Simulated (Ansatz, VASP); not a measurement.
One calculation of GaSb5, two programs

The input INCAR:

```
SYSTEM = GaSb5
PREC = Accurate
ENCUT = 600
EDIFF = 1E-7
ISMEAR = 0
SIGMA = 0.1
LREAL = .FALSE.
LASPH = .TRUE.
NELM = 100
ALGO = Normal
ISIF = 3
LWAVE = .FALSE.
LCHARG = .FALSE.
GGA = PE
IBRION = 2
NSW = 100
EDIFFG = -0.01
```

KPOINTS

```
regular mesh
0
G
  8 8 8
  0 0 0
```

POSCAR

```
GaSb5
1.0
    0.0000000000      4.4271213200      4.4271213200
    4.4271213200      0.0000000000      4.4271213200
    4.4271213200      4.4271213200      0.0000000000
Ga Sb
1 5
Direct
    0.5000000000      0.5000000000      0.5000000000
    0.3719714300      0.8760095200      0.8760095200
    0.8760095200      0.8760095200      0.8760095200
    0.2500000000      0.2500000000      0.2500000000
    0.8760095200      0.8760095200      0.3719714300
    0.8760095200      0.3719714300      0.8760095200
```

Input for Ansatz:

```yaml
crystal:
  lattice:
    - [0.0, 4.42712132, 4.42712132]
    - [4.42712132, 0.0, 4.42712132]
    - [4.42712132, 4.42712132, 0.0]
  atoms:
    - { symbol: Ga, position: [0.5, 0.5, 0.5] }
    - { symbol: Sb, position: [0.37197143, 0.87600952, 0.87600952] }
    - { symbol: Sb, position: [0.87600952, 0.87600952, 0.87600952] }
    - { symbol: Sb, position: [0.25, 0.25, 0.25] }
    - { symbol: Sb, position: [0.87600952, 0.87600952, 0.37197143] }
    - { symbol: Sb, position: [0.87600952, 0.37197143, 0.87600952] }
basis:
  ecutwfc: 420
kpoints:
  mp_grid: { grid: [8, 8, 8] }
hamiltonian:
  xc: pbe
scf:
  occupations: { method: gaussian, width: 0.1 }
output:
  forces: true
  stress: true
  eigenvalues: true
relax:
  adjacent_minimum: "off"
  f_tol: 0.01
  max_steps: 80
  cell: { stress_tol: 0.05 }
```

Change from the starting cell: species swapped into the HfNi5 type (F-43m, No. 216).

Alike in both runs: task relaxation of cell and atoms; functional PBE; k mesh 8 × 8 × 8; occupations gaussian, width 0.1 eV; no spin polarisation.

```csv
,VASP,Ansatz
version,VASP 6.6.1,Ansatz 0.2.0
potentials or method,"VASP PAW PBE potentials, release 64 (Ga_d, Sb), cutoff 600 eV","scalar-relativistic, plane waves, PAW"
valence electrons in the cell,38,88
```

|  | VASP | Ansatz | Ansatz less VASP |
| --- | --- | --- | --- |
| gap on the k mesh at the Fermi level, each at its own relaxed structure (eV) | none | none | - |
| relaxed volume (Å³/atom) | 28.91 | 28.94 | +0.030 |
| relaxed length of the cell vector where the two differ most in proportion (Å) | 6.260 | 6.262 | +0.0022 |

A gap of «none» marks a metal or a gap that the smearing closes. VASP's potentials hold 38 valence electrons a cell and Ansatz's 88, so a difference there can come from the potentials and not from the codes.

Spin-orbit coupling is off throughout.
